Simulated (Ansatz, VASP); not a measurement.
## One calculation of GaSb, two programs

```
CELL_PARAMETERS angstrom
0.00000 3.05900 3.05900
3.05900 0.00000 3.05900
3.05900 3.05900 0.00000
ATOMIC_POSITIONS crystal
Sb 0.75000 0.75000 0.75000
Ga 0.00000 0.00000 0.00000
```

Alike in both runs: functional PBEsol-based screened hybrid; k mesh 4 × 4 × 4; occupations fermi-dirac, width 0.05 eV; no spin polarisation.

|  | VASP | Ansatz |
| --- | --- | --- |
| version | VASP 6.6.1 | Ansatz 0.2.0 |
| potentials or method | VASP PAW PBE potentials, release 64 (Sb, Ga_d) | Ansatz PAW |
| plane-wave cutoff (eV) | 520 | 420 |
| valence electrons in the cell | 18 | 28 |
| task | single point | band structure |

VASP gave:

```
gap on the k mesh at the Fermi level (eV) : 0.82
least direct gap on the mesh (eV)         : 0.82
pressure (GPa)                            : -1.4
```

Which values does Ansatz return?

gap on the k mesh at the Fermi level (eV): 0.79; least direct gap on the mesh (eV): 0.79; pressure (GPa): -0.9.

VASP's potentials were made for PBE, not for PBEsol-based screened hybrid. With one functional, cell and mesh, what is left measures potentials, basis and numerics. VASP's potentials hold 18 valence electrons a cell and Ansatz's 28, so a difference there can come from the potentials and not from the codes.

The k mesh is coarse, so the values compare programs but aren't converged. Spin-orbit coupling is off throughout.
